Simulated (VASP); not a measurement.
# CdSe (I-4m2) in VASP: further runs

Runs on CdSe. Level: PBEsol. Tasks: single point.

Program: VASP 6.6.1. These are calculated values, not measurements. Logs are shortened: lines on timing, memory, paths and dates and some standing lists are left out, and cuts for length are marked.

## (1) The cell of the first run

It takes space group I-4m2 (No. 119, tetragonal). Conventional cell: a = 4.280 Å, b = 4.280 Å, c = 6.101 Å, α = 90.00°, β = 90.00°, γ = 90.00°. Cd (site symmetry -4m2) has 4 Se at 2.63 Å within 3.5 Å. Within 3.5 Å of Se (site symmetry -4m2) lie 4 Cd at 2.63 Å.

## (2) Single point, PBEsol (in-plane strain -0.005)

INCAR

```
SYSTEM = CdSe
  PREC = Accurate
  ENCUT = 520
  EDIFF = 1E-7
  ISMEAR = 0
  SIGMA = 0.01
  LREAL = .FALSE.
  LASPH = .TRUE.
  NELM = 60
  ALGO = Normal
  ISIF = 2
  LWAVE = .FALSE.
  LCHARG = .FALSE.
  GGA = PS
  NBANDS = 16
```

KPOINTS

```
Automatic mesh
0
G
  6 6 6
  0 0 0
```

POSCAR

```
CdSe
1.0
    3.0261078415      3.0261078415      0.0000000000
   -3.0261078415      3.0261078415      0.0000000000
    0.0000000000      3.0261078415      3.0504383568
Cd Se
1 1
Direct
    0.0000000000      0.0000000000      0.0000000000
    0.7500000000      0.2500000000      0.5000000000
```

Potentials or basis: VASP PAW PBE potentials, release 64 (Cd, Se).

Launch:

```bash
$ cat potpaw_PBE.64/Cd/POTCAR potpaw_PBE.64/Se/POTCAR > POTCAR
$ mpirun -np 1 vasp_std > vasp.out
```

OUTCAR:

```text
SYSTEM = CdSe
   PREC = Accurate
   ENCUT = 520
   EDIFF = 1E-7
   ISMEAR = 0
   LREAL = .FALSE.
   LASPH = .TRUE.
   NELM = 60
   ISIF = 2
   GGA = PS

 ion  position               nearest neighbor table
   1  0.000  0.000  0.000-   2 2.63   2 2.63   2 2.63   2 2.63
   2  0.750  0.250  0.500-   1 2.63   1 2.63   1 2.63   1 2.63

  LATTYP: Found a body centered tetragonal cell.
 ALAT       =     4.2795627507
 C/A-ratio  =     1.4255841237

  Lattice vectors:

 A1 = (   3.0261078415,   0.0000000000,  -3.0504383568)
 A2 = (  -3.0261078415,   0.0000000000,  -3.0504383568)
 A3 = (   0.0000000000,   3.0261078415,   3.0504383568)

Analysis of symmetry for initial positions (statically):
=====================================================================
 Subroutine PRICEL returns:
 Original cell was already a primitive cell.

 Routine SETGRP: Setting up the symmetry group for a
 body centered tetragonal supercell.

 Subroutine GETGRP returns: Found  8 space group operations
 (whereof  8 operations were pure point group operations)
 out of a pool of 16 trial point group operations.

The static configuration has the point symmetry D_2d.

Analysis of symmetry for dynamics (positions and initial velocities):
=====================================================================
 Subroutine PRICEL returns:
 Original cell was already a primitive cell.

 Routine SETGRP: Setting up the symmetry group for a
 body centered tetragonal supercell.

 Subroutine GETGRP returns: Found  8 space group operations
 (whereof  8 operations were pure point group operations)
 out of a pool of 16 trial point group operations.

The dynamic configuration has the point symmetry D_2d.

 Subroutine INISYM returns: Found  8 space group operations
 (whereof  8 operations are pure point group operations),
 and found     1 'primitive' translations

----------------------------------------------------------------------------------------

                                     Primitive cell

  volume of cell :      55.8677

  direct lattice vectors                    reciprocal lattice vectors
     3.026107842  3.026107842  0.000000000     0.165228745  0.165228745 -0.163910868
    -3.026107842  3.026107842  0.000000000    -0.165228745  0.165228745 -0.163910868
     0.000000000  3.026107842  3.050438357     0.000000000  0.000000000  0.327821737

  length of vectors
     4.279562751  4.279562751  4.296801466     0.285425733  0.285425733  0.327821737

[... 74 lines left out ...]
   ISPIN  =      1    spin polarized calculation?
   LNONCOLLINEAR =      F non collinear calculations
   LSORBIT =      F    spin-orbit coupling
   LASPH  =      T    aspherical Exc in radial PAW
   ENCUT  =  520.0 eV  38.22 Ry    6.18 a.u.   7.96  7.96  7.99*2*pi/ulx,y,z
   NELM   =     60;   NELMIN=  2; NELMDL= -5     # of ELM steps
   EDIFF  = 0.1E-06   stopping-criterion for ELM
   LREAL  =      F    real-space projection
   EDIFFG = 0.1E-05   stopping-criterion for IOM
   NSW    =      0    number of steps for IOM
   IBRION =     -1    ionic relax: 0-MD 1-quasi-New 2-CG
   NFREE  =      0    steps in history (QN), initial steepest desc. (CG)
   ISIF   =      2    stress and relaxation
   ISYM   =      2    0-nonsym 1-usesym 2-fastsym
   POTIM  = 0.5000    time-step for ionic-motion
   TEBEG  =    0.0;   TEEND  =   0.0 temperature during run
   PSTRESS=    0.0 pullay stress
   NELECT =      18.0000    total number of electrons
   NUPDOWN=      -1.0000    fix difference up-down
   EMIN   =  10.00;   EMAX   =-10.00  energy-range for DOS
   EFERMI =   0.00;   METHOD = LEGACY
   ISMEAR =     0;   SIGMA  =   0.01  broadening in eV -4-tet -1-fermi 0-gaus
   EFERMI_NEDOS =   21; number of points for ismear=-14 and -15
   IALGO  =     38    algorithm
   IMIX   =      4    mixing-type and parameters
     AMIX     =   0.40;   BMIX     =  1.00
     AMIX_MAG =   1.60;   BMIX_MAG =  1.00
  volume/ion in A,a.u.               =      27.93       188.51
  Fermi-wavevector in a.u.,A,eV,Ry     =   1.122308  2.120854 17.137556  1.259575
  Thomas-Fermi vector in A             =   2.258967
   LORBIT       =      0    0 simple, 1 ext, 2 COOP (PROOUT), +10 PAW based schemes
   GGA     = PS    functional components
   LHFCALC =     F    Hartree Fock is set to
   AEXX    =    0.0000 exact exchange contribution
   IVDW    =     0    specifies the selected vdW correction
   LEPSILON=     F    determine dielectric tensor
   LRPA    =     F    only Hartree local field effects (RPA)
 non-spin polarized calculation
 Gauss-broadening in eV      SIGMA  =   0.01
  energy-cutoff  :      520.00
  volume of cell :       55.87
 maximum number of plane-waves:      1524
   NGX = 15   NGY = 15   NGZ = 15

 number of electron      17.9999999 magnetization

 Free energy of the ion-electron system (eV)
  ---------------------------------------------------
  ext. energy  EPLUGINS =         0.00000000
  ---------------------------------------------------
  free energy    TOTEN  =        -6.17109120 eV

  energy without entropy =       -6.17109120  energy(sigma->0) =       -6.17109120

 E-fermi :   1.0006     XC(G=0):  -9.1293

 val. band max:        0.8799954737   @ k =   0.0000   0.0000   0.0000
 cond. band min:       1.3653213019   @ k =   0.0000   0.0000   0.0000
 fundamental gap:      0.4853258282
 Fermi energy:         1.0005945277

 k-point     1 :       0.0000    0.0000    0.0000
  band No.  band energies     occupation
      1     -11.7914      2.00000
      2      -7.0723      2.00000
      3      -7.0687      2.00000
      4      -7.0687      2.00000
      5      -6.6826      2.00000
      6      -6.6801      2.00000
[... 433 lines left out ...]
      3      -6.8830      2.00000
      4      -6.7151      2.00000
      5      -6.6705      2.00000
      6      -6.2444      2.00000
[... 8 lines left out ...]
     15      12.6831      0.00000
     16      13.8434      0.00000

 [... further k-points ...]
[... 5 lines left out ...]
  --------------------------------------------------------------------------------------
  -------------------------------------------------------------------------------------
  Total        0.2629118      0.2629118      0.2146197      0.0000000      0.0000000     -0.0000000
  in kB        7.5397960      7.5397960      6.1548745      0.0000000      0.0000000     -0.0000000
  external PRESSURE =       7.0781555 kB  Pullay stress =       0.0000000 kB

 VOLUME and BASIS-vectors are now :
 -----------------------------------------------------------------------------
  energy-cutoff  :      520.00
  volume of cell :       55.87
      direct lattice vectors                 reciprocal lattice vectors
     3.026107842  3.026107842  0.000000000     0.165228745  0.165228745 -0.163910868
    -3.026107842  3.026107842  0.000000000    -0.165228745  0.165228745 -0.163910868
     0.000000000  3.026107842  3.050438357     0.000000000  0.000000000  0.327821737

 POSITION                                       TOTAL-FORCE (eV/Angst)
 -----------------------------------------------------------------------------------
      0.00000      0.00000      0.00000         0.000000     -0.000000      0.000000
      1.51305      4.53916      1.52522        -0.000000      0.000000      0.000000
 -----------------------------------------------------------------------------------
    total drift:                               -0.000000      0.000000     -0.000000

  FREE ENERGIE OF THE ION-ELECTRON SYSTEM (eV)
  ---------------------------------------------------
  free  energy   TOTEN  =        -6.1710912022 eV

  energy  without entropy=       -6.1710912022  energy(sigma->0) =       -6.17109120
```

OSZICAR:

```text
N       E                     dE             d eps       ncg     rms          rms(c)
DAV:   1     0.105718224611E+03    0.10572E+03   -0.87363E+03   976   0.100E+03
DAV:   2    -0.257076417593E+01   -0.10829E+03   -0.10230E+03  1160   0.246E+02
DAV:   3    -0.653523257295E+01   -0.39645E+01   -0.39578E+01  1184   0.488E+01
DAV:   4    -0.655200009727E+01   -0.16768E-01   -0.16767E-01  1272   0.313E+00
DAV:   5    -0.655210568075E+01   -0.10558E-03   -0.10558E-03  1168   0.215E-01    0.606E+00
DAV:   6    -0.619584344497E+01    0.35626E+00   -0.56461E-01  1352   0.982E+00    0.487E+00
DAV:   7    -0.617237481997E+01    0.23469E-01   -0.13326E-01  1128   0.251E+00    0.219E+00
DAV:   8    -0.617115359799E+01    0.12212E-02   -0.13705E-02  1088   0.144E+00    0.225E-01
DAV:   9    -0.617104691031E+01    0.10669E-03   -0.14317E-03  1208   0.516E-01    0.433E-02
DAV:  10    -0.617106641262E+01   -0.19502E-04   -0.14834E-04  1176   0.158E-01    0.371E-02
DAV:  11    -0.617109150441E+01   -0.25092E-04   -0.45117E-05  1128   0.495E-02    0.159E-02
DAV:  12    -0.617109097961E+01    0.52480E-06   -0.18031E-06  1136   0.178E-02    0.749E-03
DAV:  13    -0.617109124267E+01   -0.26306E-06   -0.11649E-06  1208   0.658E-03    0.314E-03
DAV:  14    -0.617109120223E+01    0.40441E-07   -0.75941E-08   912   0.197E-03
   1 F= -.61710912E+01 E0= -.61710912E+01  d E =-.357795E-67
```

Run time: 21 s. Hardware: 1 thread of Intel Xeon Platinum 8259CL at 2.50GHz (Skylake/Cascade Lake), shared host; peak memory 0.18 GiB.

What came out:

| Item | Value |
| --- | --- |
| Free energy | -6.1711 eV |
| Pressure | 0.7 GPa |
| Band gap on the k mesh | 0.49 eV, direct |

Caveat: the cell differs from its parent crystal (in-plane strain -0.005); the PAW data sets were made with another functional, which shifts forces and pressure a little.

## (3) Single point, PBEsol (in-plane strain +0.005, then relaxed in part)

INCAR

```
PREC = Accurate
ENCUT = 520
EDIFF = 1E-6
ISMEAR = 0
SIGMA = 0.01
LREAL = F
LASPH = T
NELM = 60
ALGO = Normal
ISIF = 2
LWAVE = F
LCHARG = F
GGA = PS
NBANDS = 16
```

KPOINTS

```
Automatic mesh
0
Gamma
  6 6 6
```

POSCAR

```
CdSe
1.0
    3.0565209857      3.0565209857      0.0000000000
   -3.0565209857      3.0565209857      0.0000000000
    0.0000000000      3.0565209857      3.0207288430
Cd Se
1 1
Direct
    0.0000000000      0.0000000000      0.0000000000
    0.7500000000      0.2500000000      0.5000000000
```

Potentials or basis: VASP PAW PBE potentials, release 64 (Cd, Se).

Launch:

```bash
$ cat potpaw_PBE.64/Cd/POTCAR potpaw_PBE.64/Se/POTCAR > POTCAR
$ mpirun -np 1 vasp_std > vasp.out
```

Run time: 19 s. Hardware: 1 thread of Intel Xeon Platinum 8259CL at 2.50GHz (Skylake/Cascade Lake), shared host; peak memory 0.19 GiB.

It converged, with:

* Free energy: -6.1725 eV
* Pressure: 0.2 GPa
* Band gap on the k mesh: 0.45 eV, direct

Stress tensor (GPa, compression positive):
```
0.08 0.00 0.00
0.00 0.08 0.00
0.00 0.00 0.29
```

Levels at points of the mesh, in eV from the valence-band top:
```csv
k point,band 7,band 8,band 9,band 10,band 11,band 12
"(0.00, 0.00, 0.00)",-0.04,-0.04,0.00,0.45,5.83,5.83
"(0.50, 0.00, 0.00)",-4.46,-0.80,-0.75,2.26,6.29,6.38
"(0.50, 0.50, 0.00)",-4.16,-1.88,-1.87,2.99,3.68,8.90
"(0.00, 0.00, 0.50)",-4.10,-1.93,-1.93,2.96,3.58,9.01
```

Caveat: the cell differs from its parent crystal (in-plane strain +0.005, then relaxed in part); the PAW data sets were made with another functional, which shifts forces and pressure a little.

## (4) Single point, PBEsol (in-plane strain +0.005)

INCAR

```
PREC     = Accurate       # precision mode
ENCUT    = 520            # plane-wave cutoff, eV
EDIFF    = 1E-6           # SCF threshold, eV
ISMEAR   = 0              # smearing method
SIGMA    = 0.01           # smearing width, eV
LREAL    = F              # projectors in reciprocal space
LASPH    = T              # aspherical terms in the spheres
NELM     = 100            # most SCF steps
ALGO     = Normal         # electronic algorithm
ISIF     = 2              # what is computed and relaxed
LWAVE    = F              # write WAVECAR
LCHARG   = F              # write CHGCAR
GGA      = PS             # functional
NBANDS   = 16             # bands
```

KPOINTS is that of step 3.

Edit POSCAR of step 3 so:

```diff
@@ -4,3 +4,3 @@
    -3.0565209857      3.0565209857      0.0000000000
-    0.0000000000      3.0565209857      3.0207288430
+    0.0000000000      3.0565209857      3.0321904704
 Cd Se
```

Launch:

```bash
$ cat potpaw_PBE.64/Cd/POTCAR potpaw_PBE.64/Se/POTCAR > POTCAR
$ mpirun -np 1 vasp_std > vasp.out
```

Wall time 24 s (1 thread of Intel Xeon Platinum 8259CL at 2.50GHz (Skylake/Cascade Lake), shared host); peak memory 0.18 GiB.

It converged, with:

| Quantity | Value |
| --- | --- |
| Free energy | -6.1728 eV |
| Pressure | 0.0 GPa |
| Band gap on the k mesh | 0.45 eV, direct |

Stress tensor (GPa, compression positive):
```
-0.09  0.00  0.00
 0.00 -0.09  0.00
 0.00  0.00  0.05
```

Levels at points of the mesh, in eV from the valence-band top:
| k point | band 7 | band 8 | band 9 | band 10 | band 11 | band 12 |
| --- | --- | --- | --- | --- | --- | --- |
| (0.00, 0.00, 0.00) | -0.02 | -0.02 | 0.00 | 0.45 | 5.83 | 5.84 |
| (0.50, 0.00, 0.00) | -4.43 | -0.78 | -0.75 | 2.26 | 6.31 | 6.37 |
| (0.50, 0.50, 0.00) | -4.13 | -1.87 | -1.85 | 3.00 | 3.67 | 8.90 |
| (0.00, 0.00, 0.50) | -4.09 | -1.89 | -1.89 | 2.98 | 3.60 | 8.98 |

Caveat: the cell differs from its parent crystal (in-plane strain +0.005); the PAW data sets were made with another functional, which shifts forces and pressure a little.

## (5) Single point, PBEsol (in-plane strain +0.01, then relaxed in part)

INCAR

```
SYSTEM = CdSe
PREC     = Accurate       ! precision mode
ENCUT    = 520            ! plane-wave cutoff, eV
EDIFF    = 1E-6           ! SCF threshold, eV
ISMEAR   = 0              ! smearing method
SIGMA    = 0.01           ! smearing width, eV
LREAL    = .FALSE.        ! projectors in reciprocal space
LASPH    = .TRUE.         ! aspherical terms in the spheres
NELM     = 80             ! most SCF steps
ALGO     = Normal         ! electronic algorithm
ISIF     = 2              ! what is computed and relaxed
LWAVE    = .FALSE.        ! write WAVECAR
LCHARG   = .FALSE.        ! write CHGCAR
GGA      = PS             ! functional
NBANDS   = 16             ! bands
```

KPOINTS

```
regular mesh
0
G
  6 6 6
  0 0 0
```

POSCAR

```
CdSe
1.0
    3.0717275577      3.0717275577      0.0000000000
   -3.0717275577      3.0717275577      0.0000000000
    0.0000000000      3.0717275577      2.9963102374
Cd Se
1 1
Direct
    0.0000000000      0.0000000000      0.0000000000
    0.7500000000      0.2500000000      0.5000000000
```

Launch:

```bash
$ cat potpaw_PBE.64/Cd/POTCAR potpaw_PBE.64/Se/POTCAR > POTCAR
$ mpirun -np 1 vasp_std > vasp.out
```

Wall time 21 s (1 thread of Intel Xeon Platinum 8259CL at 2.50GHz (Skylake/Cascade Lake), shared host); peak memory 0.18 GiB.

The run converged. Its results:

```yaml
Free_energy: -6.1716 eV
Pressure: 0.0 GPa
Band_gap_on_the_k_mesh: 0.42 eV, direct
```

Stress tensor (GPa, compression positive):
```
-0.10  0.00  0.00
 0.00 -0.10  0.00
 0.00  0.00  0.32
```

Levels at points of the mesh, in eV from the valence-band top:
| k point | band 5 | band 6 | band 7 | band 8 | band 9 | band 10 | band 11 | band 12 | band 13 | band 14 |
| --- | --- | --- | --- | --- | --- | --- | --- | --- | --- | --- |
| (0.00, 0.00, 0.00) | -7.58 | -7.57 | -0.07 | -0.07 | 0.00 | 0.42 | 5.80 | 5.81 | 5.81 | 9.52 |
| (0.50, 0.00, 0.00) | -7.55 | -7.28 | -4.47 | -0.86 | -0.75 | 2.23 | 6.22 | 6.40 | 7.22 | 9.80 |
| (0.50, 0.50, 0.00) | -7.52 | -7.23 | -4.20 | -1.89 | -1.86 | 2.98 | 3.69 | 8.83 | 9.91 | 10.19 |
| (0.00, 0.00, 0.50) | -7.51 | -7.20 | -4.06 | -1.98 | -1.98 | 2.91 | 3.48 | 9.05 | 10.02 | 10.02 |

Caveat: the cell differs from its parent crystal (in-plane strain +0.01, then relaxed in part); the PAW data sets were made with another functional, which shifts forces and pressure a little.

## (6) Single point, PBEsol (in-plane strain +0.01)

INCAR

```
PREC = Accurate ; ENCUT = 520
EDIFF = 1E-6 ; ISMEAR = 0
SIGMA = 0.01 ; LREAL = False
LASPH = True ; NELM = 80
ALGO = Normal ; ISIF = 2
LWAVE = False ; LCHARG = False
GGA = PS ; NBANDS = 16
```

KPOINTS

```
Automatic mesh
0
Gamma
  6 6 6
```

Edit POSCAR of step 5 so:

```diff
@@ -4,3 +4,3 @@
    -3.0717275577      3.0717275577      0.0000000000
-    0.0000000000      3.0717275577      2.9963102374
+    0.0000000000      3.0717275577      3.0230665271
 Cd Se
```

Potentials or basis: VASP PAW PBE potentials, release 64 (Cd, Se).

Launch:

```bash
$ cat potpaw_PBE.64/Cd/POTCAR potpaw_PBE.64/Se/POTCAR > POTCAR
$ mpirun -np 1 vasp_std > vasp.out
```

It took 21 s on 1 thread of Intel Xeon Platinum 8259CL at 2.50GHz (Skylake/Cascade Lake), shared host; peak memory 0.19 GiB.

It converged, with:

```
Free energy            : -6.1718 eV
Pressure               : -0.4 GPa
Band gap on the k mesh : 0.42 eV, direct
```

Stress tensor (GPa, compression positive):
```
-0.50  0.00  0.00
 0.00 -0.50  0.00
 0.00  0.00 -0.21
```

Levels at points of the mesh, in eV from the valence-band top:
| k point | band 6 | band 7 | band 8 | band 9 | band 10 | band 11 | band 12 | band 13 |
| --- | --- | --- | --- | --- | --- | --- | --- | --- |
| (0.00, 0.00, 0.00) | -7.53 | -0.05 | -0.05 | 0.00 | 0.42 | 5.82 | 5.82 | 5.82 |
| (0.50, 0.00, 0.00) | -7.25 | -4.40 | -0.81 | -0.74 | 2.23 | 6.27 | 6.38 | 7.21 |
| (0.50, 0.50, 0.00) | -7.20 | -4.13 | -1.85 | -1.83 | 3.01 | 3.67 | 8.83 | 9.92 |
| (0.00, 0.00, 0.50) | -7.17 | -4.04 | -1.91 | -1.91 | 2.96 | 3.54 | 8.98 | 10.00 |

Caveat: the cell differs from its parent crystal (in-plane strain +0.01); the PAW data sets were made with another functional, which shifts forces and pressure a little.

## (7) Overview

| cell | gap on the mesh (eV) | pressure (GPa) |
| --- | --- | --- |
| a = 4.280, b = 4.280, c = 4.297 Å, angles 60.1, 60.1, 90.0°, 2 atoms | 0.49 | 0.7 |
| a = 4.323, b = 4.323, c = 4.297 Å, angles 59.8, 59.8, 90.0°, 2 atoms | 0.45 | 0.2 |
| a = 4.323, b = 4.323, c = 4.305 Å, angles 59.9, 59.9, 90.0°, 2 atoms | 0.45 | 0.0 |
| a = 4.344, b = 4.344, c = 4.291 Å, angles 59.6, 59.6, 90.0°, 2 atoms | 0.42 | 0.0 |
| a = 4.344, b = 4.344, c = 4.310 Å, angles 59.7, 59.7, 90.0°, 2 atoms | 0.42 | -0.4 |

Alike in all rows: task single point; level PBEsol; potentials or basis VASP PAW PBE potentials, release 64 (Cd, Se); no spin polarisation; k mesh 6 × 6 × 6; cutoff (eV) 520; smearing gaussian 0.01 eV.

Caveats: the PAW data sets were made with another functional, which shifts forces and pressure a little.

Absolute energies hang on the potentials; compare differences alone.
